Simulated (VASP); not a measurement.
# NaCl: single point with PBE

Crystal: NaCl.

```
Na Cl
1.0
     0.00000    3.17869    2.24734
     3.17869    0.00000    2.24734
     3.17869    3.17869    0.00000
Na Cl
1 1
Direct
  0.00000 0.00000 0.00000
  0.50000 0.50000 0.50000
```

This cell differs from its parent crystal: ratio of the length along z to the lengths across it x 0.707, volume and fractional coordinates fixed.

```json
{"Program": "VASP 6.6.1", "Task": "single point", "Functional": "PBE", "Potentials or basis": "VASP PAW PBE potentials, release 64 (Na_pv, Cl)", "Cutoff": "520 eV", "k mesh": "8 × 8 × 8", "Occupations": "gaussian, width 0.05 eV", "Spin": "no spin polarisation", "Dipole correction": "no", "Further INCAR settings": "ALGO = Normal; EDIFF = 1e-06; NBANDS = 14"}
```

- Pressure: 10.9 GPa
- Band gap on the k mesh: 5.02 eV

Stress tensor (GPa, compression positive):
```
-1.00  0.00  0.00
 0.00 -1.00  0.00
 0.00  0.00 34.64
```

Levels at points of the mesh, in eV from the valence-band top:
```
           k point  band 4  band 5  band 6  band 7  band 8  band 9  band 10  band 11
(0.00, 0.00, 0.00)  -12.79   -0.19    0.00    0.00    5.02   10.94    10.94    11.16
(0.50, 0.00, 0.00)  -12.29   -1.97   -0.54   -0.34    7.14    9.60    10.31    13.78
(0.50, 0.50, 0.00)  -12.33   -1.18   -1.07   -1.07    7.28    8.54    13.39    13.39
(0.50, 0.00, 0.50)  -12.51   -1.77   -0.62   -0.05    7.90    9.14    10.13    13.75
```

Wall time 62 s on 1 thread of Intel Xeon 8259CL, with other jobs on the host, peak memory 0.18 GiB.

Caveat: the cell stands under pressure. A k mesh can miss the band edges.
